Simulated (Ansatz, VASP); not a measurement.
One calculation of Mg, two programs

INCAR

```
SYSTEM = Mg
ALGO = Fast
EDIFF = 1E-6
ENCUT = 520
GGA = PS
ISIF = 2
ISMEAR = 0
LASPH = .TRUE.
LCHARG = .TRUE.
LELF = .TRUE.
LREAL = .FALSE.
LVHAR = .TRUE.
LWAVE = .FALSE.
NBANDS = 7
NELM = 80
PREC = Accurate
SIGMA = 0.1
```

Contents of KPOINTS:

```
k-points
0
G
  16 16 16
  0 0 0
```

POSCAR

```
Mg
1.0
   -1.7767709445      1.7767709445      1.7767709445
    1.7767709445     -1.7767709445      1.7767709445
    1.7767709445      1.7767709445     -1.7767709445
Mg
1
Direct
    0.0000000000      0.0000000000      0.0000000000
```

Input for Ansatz:

```yaml
crystal:
  lattice:
    - [-1.7767709445, 1.7767709445, 1.7767709445]
    - [1.7767709445, -1.7767709445, 1.7767709445]
    - [1.7767709445, 1.7767709445, -1.7767709445]
  atoms:
    - { symbol: Mg, position: [0.0, 0.0, 0.0] }
basis:
  ecutwfc: 420
kpoints:
  mp_grid: { grid: [16, 16, 16] }
hamiltonian:
  xc: pbesol
scf:
  occupations: { method: gaussian, width: 0.1 }
output:
  forces: true
  stress: true
  eigenvalues: true
  populations: true
```

Alike in both runs: task single point; functional PBEsol; k mesh 16 × 16 × 16; occupations gaussian, width 0.1 eV; no spin polarisation.

|  | VASP | Ansatz |
| --- | --- | --- |
| version | VASP 6.6.1 | Ansatz 0.2.0 |
| potentials or method | VASP PAW PBE potentials, release 64 (Mg), cutoff 520 eV | scalar-relativistic, plane waves, PAW |
| valence electrons in the cell | 2 | 10 |

```tsv
	VASP	Ansatz	Ansatz less VASP
gap on the k mesh at the Fermi level (eV)	none	none	-
pressure (GPa)	0.0	0.1	+0.05
```

VASP's potentials were made for PBE, not for PBEsol. A gap of «none» marks a metal or a gap that the smearing closes. VASP's potentials hold 2 valence electrons a cell and Ansatz's 10, so a difference there can come from the potentials and not from the codes.
